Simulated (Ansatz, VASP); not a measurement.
TePb in VASP and in Ansatz

Contents of INCAR:

```
PREC = Accurate ; ENCUT = 520
EDIFF = 1E-6 ; ISMEAR = -1
SIGMA = 0.05 ; LREAL = False
LASPH = True ; NELM = 60
ALGO = Normal ; ISIF = 2
LWAVE = False ; LCHARG = False
GGA = PE ; IVDW = 13
NBANDS = 17
```

File KPOINTS:

```
regular mesh
0
Gamma
  7 7 7
```

File POSCAR:

```
TePb
1.0
    0.0000000000      3.2735180337      3.2735180337
    3.2735180337      0.0000000000      3.2735180337
    3.2735180337      3.2735180337      0.0000000000
Pb Te
1 1
Direct
    0.0000000000      0.0000000000      0.0000000000
    0.5000000000      0.5000000000      0.5000000000
```

Contents of input.yaml:

```yaml
crystal:
  lattice:
    - [0.0, 3.2735180337, 3.2735180337]
    - [3.2735180337, 0.0, 3.2735180337]
    - [3.2735180337, 3.2735180337, 0.0]
  atoms:
    - { symbol: Pb, position: [0.0, 0.0, 0.0] }
    - { symbol: Te, position: [0.5, 0.5, 0.5] }
hamiltonian:
  xc: pbe
  pseudopotentials: { kind: paw }
  dispersion: d4
kpoints:
  mp_grid: { grid: [7, 7, 7] }
scf:
  occupations: { method: fermi_dirac, width: 0.05 }
output:
  forces: true
  stress: true
  eigenvalues: true
  write_density: true
  write_potential: true
  elf: true
  volumetric_format: npy
```

Alike in both runs: task single point; functional PBE; dispersion D4; k mesh 7 × 7 × 7; occupations fermi-dirac, width 0.05 eV; no spin polarisation.

```csv
,VASP,Ansatz
version,VASP 6.6.1,Ansatz 0.2.0
potentials or method,"VASP PAW PBE potentials, release 64 (Pb_d, Te)",Ansatz PAW
plane-wave cutoff (eV),520,420
valence electrons in the cell,20,30
```

Ansatz gave:

* pressure (GPa): -0.9

**Question.** Which values does VASP return?

**Answer.** Pressure (GPa): -1.0.

VASP's potentials hold 20 valence electrons a cell and Ansatz's 30, so a difference there can come from the potentials and not from the codes.

Neither program's run includes spin-orbit coupling.
